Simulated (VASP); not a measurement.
# WC (Fm-3m) in VASP: a series of runs

WC is run at these levels: r2SCAN; tasks: single point.

Program: VASP 6.6.1. These are calculated values, not measurements. Logs are shortened: lines on timing, memory, paths and dates and some standing lists are left out, and cuts for length are marked.

## Step 1: The cell of the first run

It takes space group Fm-3m (No. 225, cubic). Conventional cell: a = 4.414 Å, b = 4.414 Å, c = 4.414 Å, α = 90.00°, β = 90.00°, γ = 90.00°. Within 2.9 Å of W (site symmetry m-3m) lie 6 C at 2.21 Å. C (site symmetry m-3m) has 6 W at 2.21 Å within 2.9 Å.

## Step 2: Single point, r2SCAN

POSCAR reads:

```
WC
1.0
    0.0000000000      2.2072055093      2.2072055093
    2.2072055093      0.0000000000      2.2072055093
    2.2072055093      2.2072055093      0.0000000000
W C
1 1
Direct
    0.0000000000      0.0000000000      0.0000000000
    0.5000000000      0.5000000000      0.5000000000
```

INCAR.step1 reads:

```
PREC     = Accurate       # precision mode
ENCUT    = 1430           # plane-wave cutoff, eV
ISMEAR   = -1             # smearing method
SIGMA    = 0.1            # smearing width, eV
LREAL    = False          # projectors in reciprocal space
LASPH    = True           # aspherical terms in the spheres
NELM     = 120            # most SCF steps
NBANDS   = 16             # bands
GGA      = PE             # functional
ALGO     = Normal         # electronic algorithm
EDIFF    = 1E-5           # SCF threshold, eV
LWAVE    = True           # write WAVECAR
LCHARG   = False          # write CHGCAR
GGA_COMPAT= False
```

INCAR.step2 reads:

```
PREC     = Accurate       # precision mode
ENCUT    = 1430           # plane-wave cutoff, eV
EDIFF    = 1E-6           # SCF threshold, eV
ISMEAR   = -1             # smearing method
SIGMA    = 0.1            # smearing width, eV
LREAL    = False          # projectors in reciprocal space
LASPH    = True           # aspherical terms in the spheres
NELM     = 120            # most SCF steps
ALGO     = Normal         # electronic algorithm
ISIF     = 2              # what is computed and relaxed
LWAVE    = False          # write WAVECAR
LCHARG   = True           # write CHGCAR
METAGGA  = R2SCAN         # meta-GGA
LMIXTAU  = True         
LELF     = True           # ELF
LVHAR    = True         
NBANDS   = 16             # bands
ISTART   = 1            
GGA_COMPAT= False
```

KPOINTS reads:

```
Automatic mesh
0
Gamma
  11 11 11
```

Potentials or basis: VASP PAW PBE potentials, release 64 (W_sv, C_h).

The run is started by

```sh
$ cat potpaw_PBE.64/W_sv/POTCAR potpaw_PBE.64/C_h/POTCAR > POTCAR
$ cp INCAR.step1 INCAR
$ mpirun -np 1 vasp_std > vasp.out
$ cp INCAR.step2 INCAR
$ mpirun -np 1 vasp_std > vasp.out
```

OUTCAR:

```text
PREC = Accurate
   ENCUT = 1430
   EDIFF = 1E-6
   ISMEAR = -1
   LREAL = False
   LASPH = True
   NELM = 120
   ISIF = 2
   METAGGA = R2SCAN
   ISTART = 1

 ion  position               nearest neighbor table
   1  0.000  0.000  0.000-   2 2.21   2 2.21   2 2.21   2 2.21   2 2.21   2 2.21
   2  0.500  0.500  0.500-   1 2.21   1 2.21   1 2.21   1 2.21   1 2.21   1 2.21

  LATTYP: Found a face centered cubic cell.
 ALAT       =     4.4144110186

  Lattice vectors:

 A1 = (   0.0000000000,   2.2072055093,   2.2072055093)
 A2 = (   2.2072055093,   0.0000000000,   2.2072055093)
 A3 = (   2.2072055093,   2.2072055093,   0.0000000000)

Analysis of symmetry for initial positions (statically):
=====================================================================
 Subroutine PRICEL returns:
 Original cell was already a primitive cell.

 Routine SETGRP: Setting up the symmetry group for a
 face centered cubic supercell.

 Subroutine GETGRP returns: Found 48 space group operations
 (whereof 48 operations were pure point group operations)
 out of a pool of 48 trial point group operations.

The static configuration has the point symmetry O_h .

Analysis of symmetry for dynamics (positions and initial velocities):
=====================================================================
 Subroutine PRICEL returns:
 Original cell was already a primitive cell.

 Routine SETGRP: Setting up the symmetry group for a
 face centered cubic supercell.

 Subroutine GETGRP returns: Found 48 space group operations
 (whereof 48 operations were pure point group operations)
 out of a pool of 48 trial point group operations.

The dynamic configuration has the point symmetry O_h .

 Subroutine INISYM returns: Found 48 space group operations
 (whereof 48 operations are pure point group operations),
 and found     1 'primitive' translations

----------------------------------------------------------------------------------------

                                     Primitive cell

  volume of cell :      21.5059

  direct lattice vectors                    reciprocal lattice vectors
     0.000000000  2.207205509  2.207205509    -0.226530787  0.226530787  0.226530787
     2.207205509  0.000000000  2.207205509     0.226530787 -0.226530787  0.226530787
     2.207205509  2.207205509  0.000000000     0.226530787  0.226530787 -0.226530787

  length of vectors
     3.121459966  3.121459966  3.121459966     0.392362832  0.392362832  0.392362832

  position of ions in fractional coordinates (direct lattice)
     0.000000000  0.000000000  0.000000000
     0.500000000  0.500000000  0.500000000

  ion indices of the primitive-cell ions
   primitive index   ion index
                 1           1
                 2           2

----------------------------------------------------------------------------------------

 KPOINTS: Automatic mesh

Automatic generation of k-mesh.
 Grid dimensions read from file:
 generate k-points for:   11   11   11

 Generating k-lattice:

  Cartesian coordinates                     Fractional coordinates (reciprocal lattice)
    -0.020593708  0.020593708  0.020593708     0.090909091  0.000000000  0.000000000
     0.020593708 -0.020593708  0.020593708     0.000000000  0.090909091  0.000000000
     0.020593708  0.020593708 -0.020593708     0.000000000  0.000000000  0.090909091

  Length of vectors
     0.035669348  0.035669348  0.035669348

  Shift w.r.t. Gamma in fractional coordinates (k-lattice)
     0.000000000  0.000000000  0.000000000

 Subroutine IBZKPT returns following result:
 ===========================================

 Found     56 irreducible k-points:

 Following reciprocal coordinates:
            Coordinates               Weight
  0.000000  0.000000  0.000000      1.000000
  0.090909  0.000000  0.000000      8.000000
  0.181818  0.000000  0.000000      8.000000
  0.272727  0.000000  0.000000      8.000000
  0.363636  0.000000  0.000000      8.000000
  0.454545  0.000000  0.000000      8.000000
[... 16 lines left out ...]
 -0.272727  0.181818  0.000000     24.000000
 -0.181818  0.181818  0.000000     12.000000
 [... further k-points ...]
   k-points           NKPTS =     56   k-points in BZ     NKDIM =     56   number of bands    NBANDS=     16
   number of dos      NEDOS =    301   number of ions     NIONS =      2
   total plane-waves  NPLWV =  64000
   dimension x,y,z NGX =    40 NGY =   40 NGZ =   40
   dimension x,y,z NGXF=    80 NGYF=   80 NGZF=   80
   ions per type =               1   1
   NGX,Y,Z   is equivalent  to a cutoff of  21.30, 21.30, 21.30 a.u.
   NGXF,Y,Z  is equivalent  to a cutoff of  42.61, 42.61, 42.61 a.u.
 SYSTEM =  unknown system
   PREC   = accura    normal or accurate (medium, high low for compatibility)
   ISTART =      1    job   : 0-new  1-cont  2-samecut
   ICHARG =      0    charge: 1-file 2-atom 10-const
   ISPIN  =      1    spin polarized calculation?
   LNONCOLLINEAR =      F non collinear calculations
   LSORBIT =      F    spin-orbit coupling
   LASPH  =      T    aspherical Exc in radial PAW
   ENCUT  = 1430.0 eV 105.10 Ry   10.25 a.u.   9.62  9.62  9.62*2*pi/ulx,y,z
   NELM   =    120;   NELMIN=  2; NELMDL=  0     # of ELM steps
   EDIFF  = 0.1E-05   stopping-criterion for ELM
   LREAL  =      F    real-space projection
   EDIFFG = 0.1E-04   stopping-criterion for IOM
   NSW    =      0    number of steps for IOM
   IBRION =     -1    ionic relax: 0-MD 1-quasi-New 2-CG
   NFREE  =      0    steps in history (QN), initial steepest desc. (CG)
   ISIF   =      2    stress and relaxation
   ISYM   =      2    0-nonsym 1-usesym 2-fastsym
   POTIM  = 0.5000    time-step for ionic-motion
   TEBEG  =    0.0;   TEEND  =   0.0 temperature during run
   PSTRESS=    0.0 pullay stress
   NELECT =      18.0000    total number of electrons
   NUPDOWN=      -1.0000    fix difference up-down
   EMIN   =  10.00;   EMAX   =-10.00  energy-range for DOS
   EFERMI =   0.00;   METHOD = LEGACY
   ISMEAR =    -1;   SIGMA  =   0.10  broadening in eV -4-tet -1-fermi 0-gaus
   EFERMI_NEDOS =   21; number of points for ismear=-14 and -15
   IALGO  =     38    algorithm
   IMIX   =      4    mixing-type and parameters
     AMIX     =   0.40;   BMIX     =  1.00
     AMIX_MAG =   1.60;   BMIX_MAG =  1.00
  volume/ion in A,a.u.               =      10.75        72.56
  Fermi-wavevector in a.u.,A,eV,Ry     =   1.542812  2.915491 32.385507  2.380268
  Thomas-Fermi vector in A             =   2.648563
   LORBIT       =      0    0 simple, 1 ext, 2 COOP (PROOUT), +10 PAW based schemes
   METAGGA = R2SCAN    functional components
   LHFCALC =     F    Hartree Fock is set to
   AEXX    =    0.0000 exact exchange contribution
   IVDW    =     0    specifies the selected vdW correction
   LEPSILON=     F    determine dielectric tensor
   LRPA    =     F    only Hartree local field effects (RPA)
 non-spin polarized calculation
  energy-cutoff  :     1430.00
  volume of cell :       21.51
 maximum number of plane-waves:      2685
   NGX = 19   NGY = 19   NGZ = 19

 number of electron      18.0000000 magnetization

 Free energy of the ion-electron system (eV)
  ---------------------------------------------------
  ext. energy  EPLUGINS =         0.00000000
  ---------------------------------------------------
  free energy    TOTEN  =       -60.62382923 eV

  energy without entropy =      -60.58327675  energy(sigma->0) =      -60.60355299

 E-fermi :  12.4352     XC(G=0): -14.7246

 val. band max:       12.4191877365   @ k =  -0.2727   0.4545   0.1818
 cond. band min:      12.4709573104   @ k =   0.4545   0.0909   0.0000
 fundamental gap:      0.0517695739
 Fermi energy:        12.4351819395

 k-point     1 :       0.0000    0.0000    0.0000
  band No.  band energies     occupation
      1     -65.0479      2.00000
      2     -28.3857      2.00000
      3     -28.3857      2.00000
      4     -28.3857      2.00000
      5      -4.1028      2.00000
      6       9.6605      2.00000
[... 8 lines left out ...]
     15      23.0484      0.00000
     16      35.8775      0.00000

 k-point     2 :       0.0909    0.0000    0.0000
  band No.  band energies     occupation
      1     -65.0448      2.00000
      2     -28.4335      2.00000
      3     -28.3908      2.00000
      4     -28.3908      2.00000
      5      -3.8711      2.00000
      6       8.8341      2.00000
[... 8 lines left out ...]
     15      23.5669      0.00000
     16      33.7952      0.00000

 k-point     3 :       0.1818    0.0000    0.0000
  band No.  band energies     occupation
      1     -65.0368      2.00000
      2     -28.5598      2.00000
      3     -28.4043      2.00000
      4     -28.4043      2.00000
      5      -3.2084      2.00000
      6       7.2805      2.00000
[... 8 lines left out ...]
     15      24.7421      0.00000
     16      31.1180      0.00000

 k-point     4 :       0.2727    0.0000    0.0000
  band No.  band energies     occupation
      1     -65.0264      2.00000
      2     -28.7214      2.00000
      3     -28.4219      2.00000
      4     -28.4219      2.00000
      5      -2.2047      2.00000
      6       5.6043      2.00000
[... 8 lines left out ...]
     15      25.4067      0.00000
     16      29.1929      0.00000

 k-point     5 :       0.3636    0.0000    0.0000
  band No.  band energies     occupation
      1     -65.0168      2.00000
      2     -28.8664      2.00000
      3     -28.4380      2.00000
      4     -28.4380      2.00000
      5      -0.9959      2.00000
      6       4.0028      2.00000
[... 8 lines left out ...]
     15      26.1606      0.00000
     16      26.5960      0.00000

 k-point     6 :       0.4545    0.0000    0.0000
  band No.  band energies     occupation
      1     -65.0110      2.00000
      2     -28.9510      2.00000
      3     -28.4476      2.00000
      4     -28.4476      2.00000
      5       0.1576      2.00000
      6       2.6811      2.00000
[... 8 lines left out ...]
     15      24.8788      0.00000
     16      24.8788      0.00000
[... 267 lines left out ...]
 k-point    21 :      -0.4545    0.1818    0.0000
  band No.  band energies     occupation
      1     -65.0055      2.00000
      2     -28.9014      2.00000
      3     -28.5618      2.00000
      4     -28.4839      2.00000
      5      -0.2482      2.00000
      6       3.4042      2.00000
[... 8 lines left out ...]
     15      24.7296      0.00000
     16      26.5072      0.00000

 k-point    22 :      -0.3636    0.1818    0.0000
  band No.  band energies     occupation
      1     -65.0074      2.00000
      2     -28.8747      2.00000
      3     -28.5759      2.00000
      4     -28.4625      2.00000
      5      -0.3440      2.00000
      6       3.4535      2.00000
[... 8 lines left out ...]
     15      25.2554      0.00000
     16      26.1283      0.00000

 k-point    23 :      -0.2727    0.1818    0.0000
  band No.  band energies     occupation
      1     -65.0139      2.00000
      2     -28.7978      2.00000
      3     -28.5623      2.00000
      4     -28.4362      2.00000
      5      -1.0733      2.00000
      6       4.2107      2.00000
[... 8 lines left out ...]
     15      25.5273      0.00000
     16      26.1764      0.00000

 k-point    24 :      -0.1818    0.1818    0.0000
  band No.  band energies     occupation
      1     -65.0228      2.00000
      2     -28.7032      2.00000
      3     -28.5155      2.00000
      4     -28.4135      2.00000
      5      -1.9763      2.00000
      6       5.3170      2.00000
[... 8 lines left out ...]
     15      25.7577      0.00000
     16      26.6203      0.00000

 [... further k-points ...]
[... 5 lines left out ...]
  --------------------------------------------------------------------------------------
  -------------------------------------------------------------------------------------
  Total       -1.3928339     -1.3928339     -1.3928339     -0.0000000     -0.0000000     -0.0000000
  in kB     -103.7651677   -103.7651677   -103.7651677     -0.0000000     -0.0000000     -0.0000000
  external PRESSURE =    -103.7651677 kB  Pullay stress =       0.0000000 kB

 VOLUME and BASIS-vectors are now :
 -----------------------------------------------------------------------------
  energy-cutoff  :     1430.00
  volume of cell :       21.51
      direct lattice vectors                 reciprocal lattice vectors
     0.000000000  2.207205509  2.207205509    -0.226530787  0.226530787  0.226530787
     2.207205509  0.000000000  2.207205509     0.226530787 -0.226530787  0.226530787
     2.207205509  2.207205509  0.000000000     0.226530787  0.226530787 -0.226530787

 POSITION                                       TOTAL-FORCE (eV/Angst)
 -----------------------------------------------------------------------------------
      0.00000      0.00000      0.00000        -0.000000     -0.000000      0.000000
      2.20721      2.20721      2.20721         0.000000      0.000000      0.000000
 -----------------------------------------------------------------------------------
    total drift:                                0.000000     -0.000000     -0.000000

  FREE ENERGIE OF THE ION-ELECTRON SYSTEM (eV)
  ---------------------------------------------------
  free  energy   TOTEN  =       -60.6238292320 eV

  energy  without entropy=      -60.5832767467  energy(sigma->0) =      -60.60355299
```

Run time: 3.8 min. Hardware: 1 thread of Intel Xeon Platinum 8375C at 2.90GHz (Ice Lake), shared host; peak memory 0.34 GiB.

Results:

```yaml
Free_energy: -60.6238 eV
Pressure: -10.4 GPa
Band_gap_on_the_k_mesh: zero (bands 9 and 10 overlap by 3.11 eV)
```

Levels at points of the mesh, in eV from the Fermi level:
| k point | band 7 | band 8 | band 9 | band 10 | band 11 | band 12 |
| --- | --- | --- | --- | --- | --- | --- |
| (0.00, 0.00, 0.00) | -2.77 | -2.77 | -1.13 | -1.13 | -1.13 | -1.02 |

Caveat: the cell stands under tension; the PAW data sets were made with another functional, which shifts forces and pressure a little; spin-orbit coupling is left out, which moves the levels of the heavy elements.

## Step 3: Single point, r2SCAN

This run uses another cell than the first one, of 10.12 Å³/atom.

POSCAR reads:

```
WC
1.0
    0.0000000000      2.1630495024      2.1630495024
    2.1630495024      0.0000000000      2.1630495024
    2.1630495024      2.1630495024      0.0000000000
W C
1 1
Direct
    0.0000000000      0.0000000000      0.0000000000
    0.5000000000      0.5000000000      0.5000000000
```

INCAR.step1 reads:

```
PREC = Accurate ; ENCUT = 1430
ISMEAR = -1 ; SIGMA = 0.1
LREAL = F ; LASPH = T
NELM = 120 ; NBANDS = 16
GGA = PE ; ALGO = Normal
EDIFF = 1E-5 ; LWAVE = T
LCHARG = F ; GGA_COMPAT = F
```

INCAR.step2 reads:

```
PREC = Accurate ; ENCUT = 1430
EDIFF = 1E-6 ; ISMEAR = -1
SIGMA = 0.1 ; LREAL = F
LASPH = T ; NELM = 120
ALGO = Normal ; ISIF = 2
LWAVE = F ; LCHARG = F
METAGGA = R2SCAN ; LMIXTAU = T
NBANDS = 16 ; ISTART = 1
GGA_COMPAT = F
```

KPOINTS is that of step 2.

Potentials or basis: VASP PAW PBE potentials, release 64 (W_sv, C_h).

The run is started by

```sh
$ cat potpaw_PBE.64/W_sv/POTCAR potpaw_PBE.64/C_h/POTCAR > POTCAR
$ cp INCAR.step1 INCAR
$ mpirun -np 1 vasp_std > vasp.out
$ cp INCAR.step2 INCAR
$ mpirun -np 1 vasp_std > vasp.out
```

Run time: 4.3 min. Hardware: 1 thread of Intel Xeon Platinum 8259CL at 2.50GHz (Skylake/Cascade Lake), shared host; peak memory 0.33 GiB.

It converged, with:

```yaml
Free_energy: -60.6184 eV
Pressure: 12.8 GPa
Band_gap_on_the_k_mesh: zero (bands 9 and 10 overlap by 3.41 eV)
```

Levels at points of the mesh, in eV from the Fermi level:
```tsv
k point	band 5	band 6	band 7	band 8	band 9	band 10	band 11	band 12	band 13	band 14
(0.00, 0.00, 0.00)	-17.10	-3.02	-3.02	-3.02	-1.26	-1.26	-1.26	-1.08	-1.08	7.49
```

Caveat: the cell stands under pressure; the PAW data sets were made with another functional, which shifts forces and pressure a little; spin-orbit coupling is left out, which moves the levels of the heavy elements.

The gap in the log of VASP goes by the Fermi energy; the results here count the filled bands.